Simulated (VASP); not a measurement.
# GaAs (F-43m) in VASP: G0W0 quasiparticle levels with PBE

Aim: the G0W0 quasiparticle levels of GaAs with PBE.

Program: VASP 6.6.1. These are calculated values, not measurements. Logs are shortened: lines on timing, memory, paths and dates and some standing lists are left out, and cuts for length are marked.

### 1 The cell of the first run

It takes space group F-43m (No. 216, cubic). The conventional cell has a = 5.666 Å, b = 5.666 Å, c = 5.666 Å, α = 90.00°, β = 90.00°, γ = 90.00°. Ga (site symmetry -43m) has 4 As at 2.45 Å within 3.2 Å. Within 3.2 Å of As (site symmetry -43m) lie 4 Ga at 2.45 Å.

### 2 G0W0 quasiparticle levels, PBE

The input, POSCAR:

```
GaAs
1.0
    0.0000000000      2.8330850947      2.8330850947
    2.8330850947      0.0000000000      2.8330850947
    2.8330850947      2.8330850947      0.0000000000
Ga As
1 1
Direct
    0.0000000000      0.0000000000      0.0000000000
    0.2500000000      0.2500000000      0.2500000000
```

The input, INCAR.step1:

```
SYSTEM = GaAs
PREC = Accurate
ENCUT = 500
EDIFF = 1E-8
ISMEAR = 0
SIGMA = 0.01
LREAL = .FALSE.
LASPH = .TRUE.
NELM = 100
ALGO = Normal
LWAVE = .TRUE.
LCHARG = .FALSE.
GGA = PE
```

The input, INCAR.step2:

```
SYSTEM = GaAs
PREC = Accurate
ENCUT = 500
EDIFF = 1E-8
ISMEAR = 0
SIGMA = 0.01
LREAL = .FALSE.
LASPH = .TRUE.
NELM = 1
ALGO = Exact
LWAVE = .TRUE.
LCHARG = .FALSE.
GGA = PE
NBANDS = 99
LOPTICS = .TRUE.
ISTART = 1
```

The input, INCAR.step3:

```
SYSTEM = GaAs
PREC = Accurate
ENCUT = 500
EDIFF = 1E-8
ISMEAR = 0
SIGMA = 0.01
LREAL = .FALSE.
LASPH = .TRUE.
ALGO = EVGW0
LWAVE = .FALSE.
LCHARG = .FALSE.
GGA = PE
NELMGW = 1
NBANDS = 99
ENCUTGW = 60.0
NOMEGA = 48
PRECFOCK = Fast
ISTART = 1
NBANDSGW = 17
```

The input, KPOINTS:

```
Automatic mesh
0
G
  4 4 4
  0 0 0
```

Potentials or basis: VASP PAW PBE potentials, release 64 (Ga_d_GW, As_GW).

Started as:

```sh
$ cat potpaw_PBE.64/Ga_d_GW/POTCAR potpaw_PBE.64/As_GW/POTCAR > POTCAR
$ cp INCAR.step1 INCAR
$ mpirun -np 1 vasp_std > vasp.out
$ cp INCAR.step2 INCAR
$ mpirun -np 1 vasp_std > vasp.out
$ cp INCAR.step3 INCAR
$ mpirun -np 1 vasp_std > vasp.out
```

OUTCAR:

```text
SYSTEM = GaAs
   PREC = Accurate
   ENCUT = 500
   EDIFF = 1E-8
   ISMEAR = 0
   LREAL = .FALSE.
   LASPH = .TRUE.
   GGA = PE
   NELMGW = 1
   ENCUTGW = 60.0
   PRECFOCK = Fast
   ISTART = 1

 ion  position               nearest neighbor table
   1  0.000  0.000  0.000-   2 2.45   2 2.45   2 2.45   2 2.45
   2  0.250  0.250  0.250-   1 2.45   1 2.45   1 2.45   1 2.45

  LATTYP: Found a face centered cubic cell.
 ALAT       =     5.6661701894

  Lattice vectors:

 A1 = (   0.0000000000,   2.8330850947,   2.8330850947)
 A2 = (   2.8330850947,   0.0000000000,   2.8330850947)
 A3 = (   2.8330850947,   2.8330850947,   0.0000000000)

Analysis of symmetry for initial positions (statically):
=====================================================================
 Subroutine PRICEL returns:
 Original cell was already a primitive cell.

 Routine SETGRP: Setting up the symmetry group for a
 face centered cubic supercell.

 Subroutine GETGRP returns: Found 24 space group operations
 (whereof 24 operations were pure point group operations)
 out of a pool of 48 trial point group operations.

The static configuration has the point symmetry T_d .

Analysis of symmetry for dynamics (positions and initial velocities):
=====================================================================
 Subroutine PRICEL returns:
 Original cell was already a primitive cell.

 Routine SETGRP: Setting up the symmetry group for a
 face centered cubic supercell.

 Subroutine GETGRP returns: Found 24 space group operations
 (whereof 24 operations were pure point group operations)
 out of a pool of 48 trial point group operations.

The dynamic configuration has the point symmetry T_d .

 Subroutine INISYM returns: Found 24 space group operations
 (whereof 24 operations are pure point group operations),
 and found     1 'primitive' translations

----------------------------------------------------------------------------------------

                                     Primitive cell

  volume of cell :      45.4788

  direct lattice vectors                    reciprocal lattice vectors
     0.000000000  2.833085095  2.833085095    -0.176486051  0.176486051  0.176486051
     2.833085095  0.000000000  2.833085095     0.176486051 -0.176486051  0.176486051
     2.833085095  2.833085095  0.000000000     0.176486051  0.176486051 -0.176486051

  length of vectors
     4.006587364  4.006587364  4.006587364     0.305682807  0.305682807  0.305682807

  position of ions in fractional coordinates (direct lattice)
     0.000000000  0.000000000  0.000000000
     0.250000000  0.250000000  0.250000000

  ion indices of the primitive-cell ions
   primitive index   ion index
                 1           1
                 2           2

----------------------------------------------------------------------------------------

 KPOINTS: Automatic mesh

Automatic generation of k-mesh.
 Grid dimensions read from file:
 generate k-points for:    4    4    4

 Generating k-lattice:

  Cartesian coordinates                     Fractional coordinates (reciprocal lattice)
    -0.044121513  0.044121513  0.044121513     0.250000000  0.000000000  0.000000000
     0.044121513 -0.044121513  0.044121513     0.000000000  0.250000000  0.000000000
     0.044121513  0.044121513 -0.044121513     0.000000000  0.000000000  0.250000000

  Length of vectors
     0.076420702  0.076420702  0.076420702

  Shift w.r.t. Gamma in fractional coordinates (k-lattice)
     0.000000000  0.000000000  0.000000000

 Subroutine IBZKPT returns following result:
 ===========================================

 Found      8 irreducible k-points:

 Following reciprocal coordinates:
            Coordinates               Weight
  0.000000  0.000000  0.000000      1.000000
  0.250000  0.000000  0.000000      8.000000
  0.500000  0.000000  0.000000      4.000000
  0.250000  0.250000  0.000000      6.000000
  0.500000  0.250000  0.000000     24.000000
 -0.250000  0.250000  0.000000     12.000000
  0.500000  0.500000  0.000000      3.000000
 -0.250000  0.500000  0.250000      6.000000
   k-points           NKPTS =      8   k-points in BZ     NKDIM =     64   number of bands    NBANDS=     99
   number of dos      NEDOS =    301   number of ions     NIONS =      2
   total plane-waves  NPLWV =  27000
   dimension x,y,z NGX =    30 NGY =   30 NGZ =   30
   dimension x,y,z NGXF=    60 NGYF=   60 NGZF=   60
   ions per type =               1   1
   NGX,Y,Z   is equivalent  to a cutoff of  12.45, 12.45, 12.45 a.u.
   NGXF,Y,Z  is equivalent  to a cutoff of  24.90, 24.90, 24.90 a.u.
 SYSTEM =  GaAs
   PREC   = accura    normal or accurate (medium, high low for compatibility)
   ISTART =      1    job   : 0-new  1-cont  2-samecut
   ICHARG =      0    charge: 1-file 2-atom 10-const
   ISPIN  =      1    spin polarized calculation?
   LNONCOLLINEAR =      F non collinear calculations
   LSORBIT =      F    spin-orbit coupling
   LASPH  =      T    aspherical Exc in radial PAW
   ENCUT  =  500.0 eV  36.75 Ry    6.06 a.u.   7.30  7.30  7.30*2*pi/ulx,y,z
   NELM   =     60;   NELMIN=  2; NELMDL=  0     # of ELM steps
   EDIFF  = 0.1E-07   stopping-criterion for ELM
   LREAL  =      F    real-space projection
   EDIFFG = 0.1E-06   stopping-criterion for IOM
   NSW    =      0    number of steps for IOM
   IBRION =     -1    ionic relax: 0-MD 1-quasi-New 2-CG
   NFREE  =      0    steps in history (QN), initial steepest desc. (CG)
   ISIF   =      0    stress and relaxation
   ISYM   =      3    0-nonsym 1-usesym 2-fastsym
   POTIM  = 0.5000    time-step for ionic-motion
   TEBEG  =    0.0;   TEEND  =   0.0 temperature during run
   PSTRESS=    0.0 pullay stress
   NELECT =      18.0000    total number of electrons
   NUPDOWN=      -1.0000    fix difference up-down
   EMIN   =  10.00;   EMAX   =-10.00  energy-range for DOS
   EFERMI =   0.00;   METHOD = LEGACY
   ISMEAR =     0;   SIGMA  =   0.01  broadening in eV -4-tet -1-fermi 0-gaus
   EFERMI_NEDOS =   21; number of points for ismear=-14 and -15
   IALGO  =     38    algorithm
   IMIX   =      4    mixing-type and parameters
     AMIX     =   0.40;   BMIX     =  1.00
     AMIX_MAG =   1.60;   BMIX_MAG =  1.00
  volume/ion in A,a.u.               =      22.74       153.45
  Fermi-wavevector in a.u.,A,eV,Ry     =   1.201977  2.271407 19.656990  1.444748
  Thomas-Fermi vector in A             =   2.337771
   LORBIT       =      0    0 simple, 1 ext, 2 COOP (PROOUT), +10 PAW based schemes
   GGA     = PE    functional components
   LHFCALC =     T    Hartree Fock is set to
   PRECFOCK=fast      Normal, Fast or Accurate (Low or Medium for compatibility)
   ENCUT4O =  -1.0   cutoff for four orbital integrals eV
   NKREDX  =     1    reduce k-point grid by
   NKREDY  =     1    reduce k-point grid by
   NKREDZ  =     1    reduce k-point grid by
   AEXX    =    1.0000 exact exchange contribution
   HFSCREEN=    0.0000 screening length (either q_TF or 0.3 A-1)
   HFSCREENC=   0.0000 screening length for correlation (either q_TF or 0.3 A-1)
   ENCUTFOCK=  -1.0 apply spherical cutoff to Coloumb kernel
   IVDW    =     0    specifies the selected vdW correction
   LEPSILON=     F    determine dielectric tensor
   LRPA    =     F    only Hartree local field effects (RPA)
   LRPAFORCE           =     F    calculate RPA forces
   ENCUTGW             =  60.0    cutoff for response function in eV
   ENCUTGWSOFT         =  48.0    soft cutoff for Coulomb kernel in GW response function in eV
   ENCUTLF             =  -1.0    cutoff for local field effects
   NELMGW              =     1    number of iterations in solving QP/BSE equation
   NELMHF              =     1    number of iterations in the inner HF iteration
   NKREDLFX            =     1    NKREDLFY  =   1   NKREDLFZ  =   1
 non-spin polarized calculation
 Gauss-broadening in eV      SIGMA  =   0.01
  energy-cutoff  :      500.00
  volume of cell :       45.48
 maximum number of plane-waves:      1174
 NGX is ok and might be reduce to    30
  NGX = 18; NGY = 18; NGZ = 18
   NGX = 15   NGY = 15   NGZ = 15
 maximum number of plane-waves:        59
 NGX is ok and might be reduce to    14

 QP shifts <psi_nk| G(iteration)W_0 |psi_nk>: iteration 1
 for sc-GW calculations column KS-energies equals QP-energies in previous step
 and V_xc(KS)=  KS-energies - (<T + V_ion + V_H > + <T+V_H+V_ion>^1  + <V_x>^1)

 k-point   1 :       0.0000    0.0000    0.0000
  band No.  KS-energies  QP-energies   sigma(KS)   V_xc(KS)     V^pw_x(r,r')   Z            occupation Imag(sigma)

      1     -11.0129     -14.2460     -26.4929     -21.7135     -35.0689       0.6765       2.0000       0.2734
      2     -11.0129     -14.2460     -26.4929     -21.7135     -35.0689       0.6765       2.0000       0.2734
      3     -11.0129     -14.2460     -26.4929     -21.7135     -35.0689       0.6765       2.0000       0.2734
      4     -10.9369     -14.1999     -26.6257     -21.8123     -35.1674       0.6779       2.0000       0.2404
      5     -10.9369     -14.1999     -26.6257     -21.8123     -35.1674       0.6779       2.0000       0.2404
      6      -8.8466      -9.0384     -11.4272     -11.1257     -18.0789       0.6363       2.0000       0.9857
[... 9 lines left out ...]
     16      13.8927      13.8788      -9.8081      -9.7894      -4.4837       0.7458       0.0000      -0.2957
     17      15.3359      15.1353      -7.9460      -7.6797      -2.2097       0.7530       0.0000      -0.4196

 k-point   2 :       0.2500    0.0000    0.0000
  band No.  KS-energies  QP-energies   sigma(KS)   V_xc(KS)     V^pw_x(r,r')   Z            occupation Imag(sigma)

      1     -11.0534     -14.2126     -26.1763     -21.4982     -34.7432       0.6753       2.0000       0.2885
      2     -11.0021     -14.2421     -26.5206     -21.7352     -35.0963       0.6771       2.0000       0.2721
      3     -11.0021     -14.2421     -26.5206     -21.7352     -35.0963       0.6771       2.0000       0.2721
      4     -10.9365     -14.2046     -26.6252     -21.8131     -35.1700       0.6791       2.0000       0.2409
      5     -10.9365     -14.2046     -26.6252     -21.8131     -35.1700       0.6791       2.0000       0.2409
      6      -8.1606      -8.4051     -11.8600     -11.4905     -18.2864       0.6617       2.0000       0.9432
[... 9 lines left out ...]
     16      12.8140      12.7138      -9.1731      -9.0403      -3.9638       0.7542       0.0000      -0.2709
     17      15.7054      15.7127      -8.6465      -8.6561      -2.8176       0.7518       0.0000      -0.4911

 k-point   3 :       0.5000    0.0000    0.0000
  band No.  KS-energies  QP-energies   sigma(KS)   V_xc(KS)     V^pw_x(r,r')   Z            occupation Imag(sigma)
[... 85 lines left out ...]
      1     -11.1193     -14.2129     -25.9283     -21.3303     -34.4973       0.6728       2.0000       0.3012
      2     -10.9650     -14.2369     -26.6260     -21.8165     -35.2034       0.6803       2.0000       0.2678
      3     -10.9650     -14.2369     -26.6260     -21.8165     -35.2034       0.6803       2.0000       0.2678
      4     -10.9617     -14.1986     -26.5282     -21.7377     -35.0675       0.6757       2.0000       0.2454
      5     -10.9245     -14.2002     -26.6499     -21.8384     -35.2039       0.6808       2.0000       0.2404
      6      -6.3604      -6.5570     -12.6120     -12.3267     -18.4557       0.6893       2.0000       0.7645
[... 9 lines left out ...]
     16      17.1100      17.1105      -9.8658      -9.8664      -4.0735       0.7471       0.0000      -0.5623
     17      17.1100      17.1105      -9.8658      -9.8664      -4.0735       0.7471       0.0000      -0.5623

 k-point   8 :      -0.2500    0.5000    0.2500
  band No.  KS-energies  QP-energies   sigma(KS)   V_xc(KS)     V^pw_x(r,r')   Z            occupation Imag(sigma)

      1     -11.1063     -14.1968     -25.9358     -21.3421     -34.5087       0.6728       2.0000       0.3026
      2     -10.9828     -14.2451     -26.5799     -21.7766     -35.1519       0.6792       2.0000       0.2661
      3     -10.9696     -14.2267     -26.5872     -21.7885     -35.1609       0.6787       2.0000       0.2662
      4     -10.9472     -14.2073     -26.6015     -21.7933     -35.1477       0.6780       2.0000       0.2436
      5     -10.9327     -14.1970     -26.6248     -21.8166     -35.1745       0.6789       2.0000       0.2410
      6      -6.3037      -6.5070     -12.7361     -12.4411     -18.5787       0.6892       2.0000       0.7559
[... 9 lines left out ...]
     16      17.0678      17.1076      -9.4166      -9.4699      -3.3931       0.7463       0.0000      -0.6257
     17      17.4175      17.6118      -9.7177      -9.9797      -3.5746       0.7417       0.0000      -0.6241
```

Run time: 2.1 min. Hardware: 1 thread of Intel Xeon Platinum 8559C (Emerald Rapids), shared host; peak memory 0.43 GiB.

What came out:

```
Quasiparticle gap                                   : 1.33 eV
Least direct quasiparticle gap                      : 1.33 eV
Band gap of the starting levels on the mesh         : 0.45 eV
Least direct gap of the starting levels on the mesh : 0.45 eV
```

Caveat: the k points lie up to 0.48 Å⁻¹ apart; bands, screening cutoff and mesh are small and nothing is extrapolated, so the quasiparticle values aren't converged.
